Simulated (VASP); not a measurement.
**ZnSe: single point with PBE**

Crystal: ZnSe.

```
CELL_PARAMETERS angstrom
0.00000 2.77644 2.77644
2.77644 0.00000 2.77644
2.77644 2.77644 0.00000
ATOMIC_POSITIONS crystal
Zn 0.00000 0.00000 0.00000
Se 0.75000 0.75000 0.75000
```

This cell differs from its parent crystal: volume scaled by 0.9405.

```yaml
Program: VASP 6.6.1
Task: single point
Functional: PBE
Potentials_or_basis: VASP PAW PBE potentials, release 64 (Zn, Se)
Cutoff: 520 eV
k_mesh: 8 × 8 × 8
Occupations: fermi-dirac, width 0.03 eV
Spin: no spin polarisation
Dipole_correction: no
Further_INCAR_settings: ALGO = Normal; EDIFF = 1e-07; NBANDS = 16
```

- Pressure: 7.0 GPa
- Band gap on the k mesh: 1.54 eV, direct

Levels at points of the mesh, in eV from the valence-band top:
```tsv
k point	band 5	band 6	band 7	band 8	band 9	band 10	band 11	band 12	band 13	band 14
(0.00, 0.00, 0.00)	-6.36	-6.36	0.00	0.00	0.00	1.54	5.77	5.77	5.77	10.16
(0.50, 0.00, 0.00)	-6.34	-6.18	-5.64	-0.96	-0.96	2.65	6.36	6.36	8.73	11.29
(0.50, 0.50, 0.00)	-6.31	-6.16	-5.03	-2.42	-2.42	2.83	3.44	11.21	11.67	11.67
```

Run time: 11 s on 1 thread of Intel(R) Xeon(R) 6975P-C (Granite Rapids), with other jobs on the host, peak memory 0.18 GiB.
